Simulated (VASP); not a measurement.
Mg, 2 atoms in the cell. Symmetry: R-3m, No. 166, trigonal system. Conventional cell: a = 3.878 Å, b = 3.878 Å, c = 10.787 Å, α = 90.00°, β = 90.00°, γ = 120.00°. Mg (site symmetry 3m) has 6 Mg at 2.60 to 3.20 Å within 3.4 Å. 

| Quantity | Value |
| --- | --- |
| Program | VASP 6.6.1 |
| Task | single point |
| Functional | PBE |
| Potentials or basis | VASP PAW PBE potentials, release 64 (Mg) |
| Cutoff | 600 eV |
| k mesh | 6 × 6 × 6 |
| Occupations | gaussian, width 0.1 eV |
| Spin | no spin polarisation |
| Dipole correction | no |
| Further INCAR settings | ALGO = Normal; EDIFF = 1e-06; NBANDS = 9 |

Potentials or basis: VASP PAW PBE potentials, release 64 (Mg).

The run is started by

```sh
$ cat potpaw_PBE.64/Mg/POTCAR > POTCAR
$ mpirun -np 1 vasp_std > vasp.out
```

Hardware: 1 thread of Intel Xeon 8259CL, on a shared host.

Question: How long does it take, and how much memory?

Answer: Wall time 42 s on 1 thread of Intel Xeon 8259CL (shared host), peak memory 0.17 GiB. Counts: scf iterations 11, k points 32.
